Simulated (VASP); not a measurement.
# GaN (Cc) in VASP: single point with PBE

Aim: the single point of GaN with PBE.

All numbers are computed with VASP 6.6.1; they aren't measurements. Logs are shortened: lines on timing, memory, paths and dates and some standing lists are left out, and cuts for length are marked.

### 1 The cell of the first run

The structure is monoclinic, space group Cc (No. 9). The conventional cell has a = 3.189 Å, b = 5.524 Å, c = 5.185 Å, α = 90.00°, β = 90.69°, γ = 90.00°. Ga (site symmetry 1) has 4 N at 1.95 Å within 2.6 Å. N (site symmetry 1) has 4 Ga at 1.95 Å within 2.6 Å.

### 2 Single point, PBE

Input file INCAR:

```
  PREC = Accurate
  ENCUT = 520
  EDIFF = 1E-6
  ISMEAR = 0
  SIGMA = 0.05
  LREAL = False
  LASPH = True
  NELM = 60
  ALGO = Normal
  ISIF = 2
  LWAVE = False
  LCHARG = True
  GGA = PE
  LELF = True
  LVHAR = True
  NBANDS = 26
```

Input file KPOINTS:

```
Automatic mesh
0
Gamma
  8 8 5
```

Input file POSCAR:

```
GaN
1.0
    3.1890000000      0.0000000000      0.0191340000
   -1.5945000000      2.7617550100     -0.0095670000
    0.0311100000      0.0000000000      5.1850000000
Ga N
2 2
Direct
    0.3325055500      0.6666459236      0.0000131405
    0.6658596264      0.3333540764      0.5000131405
    0.3341684306      0.6667020377      0.3769868595
    0.6674663929      0.3332979623      0.8769868595
```

Potentials or basis: VASP PAW PBE potentials, release 64 (Ga_d, N).

Started as:

```bash
> cat potpaw_PBE.64/Ga_d/POTCAR potpaw_PBE.64/N/POTCAR > POTCAR
> mpirun -np 1 vasp_std > vasp.out
```

OUTCAR:

```text
PREC = Accurate
   ENCUT = 520
   EDIFF = 1E-6
   ISMEAR = 0
   LREAL = False
   LASPH = True
   NELM = 60
   ISIF = 2
   GGA = PE

 ion  position               nearest neighbor table
   1  0.333  0.667  0.000-   4 1.95   4 1.95   4 1.95   3 1.95
   2  0.666  0.333  0.500-   3 1.95   3 1.95   3 1.95   4 1.95
   3  0.334  0.667  0.377-   2 1.95   2 1.95   2 1.95   1 1.95
   4  0.667  0.333  0.877-   1 1.95   1 1.95   1 1.95   2 1.95

  LATTYP: Found a base centered monoclinic cell.
 ALAT       =     3.1890574015
 B/A-ratio  =     1.7320196298
 C/A-ratio  =     1.6259015365
 COS(beta)  =    -0.0119995680

  Lattice vectors:

 A1 = (  -1.5945000000,   2.7617550100,  -0.0095670000)
 A2 = (  -1.5945000000,  -2.7617550100,  -0.0095670000)
 A3 = (   0.0311100000,   0.0000000000,   5.1850000000)

Analysis of symmetry for initial positions (statically):
=====================================================================
 Subroutine PRICEL returns:
 Original cell was already a primitive cell.

 Routine SETGRP: Setting up the symmetry group for a
 base centered monoclinic supercell.

 Subroutine GETGRP returns: Found  2 space group operations
 (whereof  1 operations were pure point group operations)
 out of a pool of  4 trial point group operations.

The static configuration has the point symmetry C_1 .
 The point group associated with its full space group is C_1h.

Analysis of symmetry for dynamics (positions and initial velocities):
=====================================================================
 Subroutine PRICEL returns:
 Original cell was already a primitive cell.

 Routine SETGRP: Setting up the symmetry group for a
 base centered monoclinic supercell.

 Subroutine GETGRP returns: Found  2 space group operations
 (whereof  1 operations were pure point group operations)
 out of a pool of  4 trial point group operations.

The dynamic configuration has the point symmetry C_1 .
 The point group associated with its full space group is C_1h.

 Subroutine INISYM returns: Found  2 space group operations
 (whereof  1 operations are pure point group operations),
 and found     1 'primitive' translations

----------------------------------------------------------------------------------------

                                     Primitive cell

  volume of cell :      45.6639

  direct lattice vectors                    reciprocal lattice vectors
     3.189000000  0.000000000  0.019134000     0.313589213  0.181044299 -0.001881535
    -1.594500000  2.761755010 -0.009567000     0.000000000  0.362088598  0.000000000
     0.031110000  0.000000000  5.185000000    -0.001157226  0.000000000  0.192870974

  length of vectors
     3.189057401  3.189014348  5.185093329     0.362103263  0.362088598  0.192874446

  position of ions in fractional coordinates (direct lattice)
     0.332505550  0.666645924  0.000013141
     0.665859626  0.333354076  0.500013141
     0.334168431  0.666702038  0.376986860
     0.667466393  0.333297962  0.876986860

  ion indices of the primitive-cell ions
   primitive index   ion index
                 1           1
                 2           2
                 3           3
                 4           4

----------------------------------------------------------------------------------------

 KPOINTS: Automatic mesh

Automatic generation of k-mesh.
 Grid dimensions read from file:
 generate k-points for:    8    8    5

 Generating k-lattice:

  Cartesian coordinates                     Fractional coordinates (reciprocal lattice)
     0.039198652  0.022630537 -0.000235192     0.125000000 -0.000000000  0.000000000
     0.000000000  0.045261075  0.000000000     0.000000000  0.125000000  0.000000000
    -0.000231445  0.000000000  0.038574195     0.000000000 -0.000000000  0.200000000

  Length of vectors
     0.045262908  0.045261075  0.038574889

  Shift w.r.t. Gamma in fractional coordinates (k-lattice)
     0.000000000  0.000000000  0.000000000

 Subroutine IBZKPT returns following result:
 ===========================================

 Found     93 irreducible k-points:

 Following reciprocal coordinates:
            Coordinates               Weight
  0.000000  0.000000  0.000000      1.000000
  0.125000 -0.000000  0.000000      4.000000
  0.250000 -0.000000  0.000000      4.000000
  0.375000 -0.000000 -0.000000      4.000000
  0.500000 -0.000000  0.000000      2.000000
  0.000000  0.125000  0.000000      2.000000
[... 16 lines left out ...]
  0.125000 -0.000000  0.200000      4.000000
  0.250000 -0.000000  0.200000      4.000000
 [... further k-points ...]
   k-points           NKPTS =     93   k-points in BZ     NKDIM =     93   number of bands    NBANDS=     26
   number of dos      NEDOS =    301   number of ions     NIONS =      4
   total plane-waves  NPLWV =  23040
   dimension x,y,z NGX =    24 NGY =   24 NGZ =   40
   dimension x,y,z NGXF=    48 NGYF=   48 NGZF=   80
   ions per type =               2   2
   NGX,Y,Z   is equivalent  to a cutoff of  12.51, 12.51, 12.82 a.u.
   NGXF,Y,Z  is equivalent  to a cutoff of  25.02, 25.02, 25.65 a.u.
 SYSTEM =  unknown system
   PREC   = accura    normal or accurate (medium, high low for compatibility)
   ISTART =      0    job   : 0-new  1-cont  2-samecut
   ICHARG =      2    charge: 1-file 2-atom 10-const
   ISPIN  =      1    spin polarized calculation?
   LNONCOLLINEAR =      F non collinear calculations
   LSORBIT =      F    spin-orbit coupling
   LASPH  =      T    aspherical Exc in radial PAW
   ENCUT  =  520.0 eV  38.22 Ry    6.18 a.u.   5.93  5.93  9.64*2*pi/ulx,y,z
   NELM   =     60;   NELMIN=  2; NELMDL= -5     # of ELM steps
   EDIFF  = 0.1E-05   stopping-criterion for ELM
   LREAL  =      F    real-space projection
   EDIFFG = 0.1E-04   stopping-criterion for IOM
   NSW    =      0    number of steps for IOM
   IBRION =     -1    ionic relax: 0-MD 1-quasi-New 2-CG
   NFREE  =      0    steps in history (QN), initial steepest desc. (CG)
   ISIF   =      2    stress and relaxation
   ISYM   =      2    0-nonsym 1-usesym 2-fastsym
   POTIM  = 0.5000    time-step for ionic-motion
   TEBEG  =    0.0;   TEEND  =   0.0 temperature during run
   PSTRESS=    0.0 pullay stress
   NELECT =      36.0000    total number of electrons
   NUPDOWN=      -1.0000    fix difference up-down
   EMIN   =  10.00;   EMAX   =-10.00  energy-range for DOS
   EFERMI =   0.00;   METHOD = LEGACY
   ISMEAR =     0;   SIGMA  =   0.05  broadening in eV -4-tet -1-fermi 0-gaus
   EFERMI_NEDOS =   21; number of points for ismear=-14 and -15
   IALGO  =     38    algorithm
   IMIX   =      4    mixing-type and parameters
     AMIX     =   0.40;   BMIX     =  1.00
     AMIX_MAG =   1.60;   BMIX_MAG =  1.00
  volume/ion in A,a.u.               =      11.42        77.04
  Fermi-wavevector in a.u.,A,eV,Ry     =   1.512347  2.857921 31.119149  2.287193
  Thomas-Fermi vector in A             =   2.622283
   LORBIT       =      0    0 simple, 1 ext, 2 COOP (PROOUT), +10 PAW based schemes
   GGA     = PE    functional components
   LHFCALC =     F    Hartree Fock is set to
   AEXX    =    0.0000 exact exchange contribution
   IVDW    =     0    specifies the selected vdW correction
   LEPSILON=     F    determine dielectric tensor
   LRPA    =     F    only Hartree local field effects (RPA)
 non-spin polarized calculation
 Gauss-broadening in eV      SIGMA  =   0.05
  energy-cutoff  :      520.00
  volume of cell :       45.66
 maximum number of plane-waves:      1246
   NGX = 11   NGY = 11   NGZ = 19

 number of electron      35.9999985 magnetization

 Free energy of the ion-electron system (eV)
  ---------------------------------------------------
  ext. energy  EPLUGINS =         0.00000000
  ---------------------------------------------------
  free energy    TOTEN  =       -24.30143476 eV

  energy without entropy =      -24.30143476  energy(sigma->0) =      -24.30143476

 E-fermi :   5.5464     XC(G=0): -11.6722

 val. band max:        5.3441650052   @ k =   0.0000   0.0000   0.0000
 cond. band min:       7.2409475546   @ k =   0.0000   0.0000   0.0000
 fundamental gap:      1.8967825494
 Fermi energy:         5.5463837814

 k-point     1 :       0.0000    0.0000    0.0000
  band No.  band energies     occupation
      1     -10.6588      2.00000
      2      -9.7357      2.00000
      3      -8.1146      2.00000
      4      -8.0991      2.00000
      5      -8.0983      2.00000
      6      -8.0374      2.00000
[... 18 lines left out ...]
     25      17.0214      0.00000
     26      17.0241      0.00000

 k-point     2 :       0.1250   -0.0000    0.0000
  band No.  band energies     occupation
      1     -10.5091      2.00000
      2      -9.6980      2.00000
      3      -8.0977      2.00000
      4      -8.0777      2.00000
      5      -8.0501      2.00000
      6      -8.0178      2.00000
[... 18 lines left out ...]
     25      16.5933      0.00000
     26      17.3452      0.00000

 k-point     3 :       0.2500   -0.0000    0.0000
  band No.  band energies     occupation
      1     -10.1567      2.00000
      2      -9.6260      2.00000
      3      -8.0590      2.00000
      4      -8.0401      2.00000
      5      -7.9751      2.00000
      6      -7.9354      2.00000
[... 18 lines left out ...]
     25      16.7580      0.00000
     26      18.0172      0.00000

 k-point     4 :       0.3750   -0.0000   -0.0000
  band No.  band energies     occupation
      1      -9.8508      2.00000
      2      -9.5800      2.00000
      3      -8.0457      2.00000
      4      -8.0258      2.00000
      5      -7.9385      2.00000
      6      -7.8821      2.00000
[... 18 lines left out ...]
     25      17.2194      0.00000
     26      18.6090      0.00000
[... 496 lines left out ...]
      1     -10.5434      2.00000
      2      -9.7824      2.00000
      3      -8.0978      2.00000
      4      -8.0969      2.00000
      5      -8.0793      2.00000
      6      -8.0466      2.00000
[... 18 lines left out ...]
     25      16.6750      0.00000
     26      16.6773      0.00000

 k-point    23 :       0.1250   -0.0000    0.2000
  band No.  band energies     occupation
      1     -10.4043      2.00000
      2      -9.7343      2.00000
      3      -8.0859      2.00000
      4      -8.0738      2.00000
      5      -8.0404      2.00000
      6      -8.0180      2.00000
[... 18 lines left out ...]
     25      16.3210      0.00000
     26      17.0320      0.00000

 k-point    24 :       0.2500   -0.0000    0.2000
  band No.  band energies     occupation
      1     -10.0792      2.00000
      2      -9.6433      2.00000
      3      -8.0584      2.00000
      4      -8.0303      2.00000
      5      -7.9932      2.00000
      6      -7.9462      2.00000
[... 18 lines left out ...]
     25      16.3213      0.00000
     26      17.8014      0.00000

 [... further k-points ...]

------------------------ aborting loop because EDIFF is reached ----------------------------------------

  FORCE on cell =-STRESS in cart. coord.  units (eV):
  Direction    XX          YY          ZZ          XY          YZ          ZX
  --------------------------------------------------------------------------------------
  -------------------------------------------------------------------------------------
  Total        1.5078647      1.5124666      1.6864021      0.0000000      0.0000000     -0.3084555
  in kB       52.9054186     53.0668817     59.1696409      0.0000000      0.0000000    -10.8225692
  external PRESSURE =      55.0473137 kB  Pullay stress =       0.0000000 kB

 VOLUME and BASIS-vectors are now :
 -----------------------------------------------------------------------------
  energy-cutoff  :      520.00
  volume of cell :       45.66
      direct lattice vectors                 reciprocal lattice vectors
     3.189000000  0.000000000  0.019134000     0.313589213  0.181044299 -0.001881535
    -1.594500000  2.761755010 -0.009567000     0.000000000  0.362088598  0.000000000
     0.031110000  0.000000000  5.185000000    -0.001157226  0.000000000  0.192870974

 POSITION                                       TOTAL-FORCE (eV/Angst)
 -----------------------------------------------------------------------------------
     -0.00261      1.84111      0.00005         0.000103      0.000457      0.000358
      1.60745      0.92064      2.60212         0.000103     -0.000457      0.000358
      0.01433      1.84127      1.95469        -0.000103      0.000506     -0.000358
      1.62439      0.92049      4.55676        -0.000103     -0.000506     -0.000358
 -----------------------------------------------------------------------------------
    total drift:                               -0.000532     -0.000003     -0.000475

  FREE ENERGIE OF THE ION-ELECTRON SYSTEM (eV)
  ---------------------------------------------------
  free  energy   TOTEN  =       -24.3014347649 eV

  energy  without entropy=      -24.3014347649  energy(sigma->0) =      -24.30143476
```

Wall time 51 s (1 thread of Intel Xeon Platinum 8488C (Sapphire Rapids), shared host); peak memory 0.22 GiB.

Results:

```yaml
Free_energy: -24.3014 eV
Pressure: 5.5 GPa
Band_gap_on_the_k_mesh: 1.90 eV, direct
```

Levels at points of the mesh, in eV from the valence-band top:
| k point | band 14 | band 15 | band 16 | band 17 | band 18 | band 19 | band 20 | band 21 | band 22 | band 23 |
| --- | --- | --- | --- | --- | --- | --- | --- | --- | --- | --- |
| (0.00, 0.00, 0.00) | -1.06 | -1.06 | -0.07 | -0.02 | 0.00 | 1.90 | 4.22 | 9.19 | 9.86 | 9.86 |
| (0.50, 0.00, 0.00) | -5.31 | -4.21 | -2.77 | -2.21 | -1.02 | 5.03 | 5.54 | 6.04 | 8.58 | 10.34 |
| (0.00, 0.50, 0.00) | -5.30 | -4.22 | -2.77 | -2.22 | -1.02 | 5.04 | 5.54 | 6.05 | 8.58 | 10.34 |
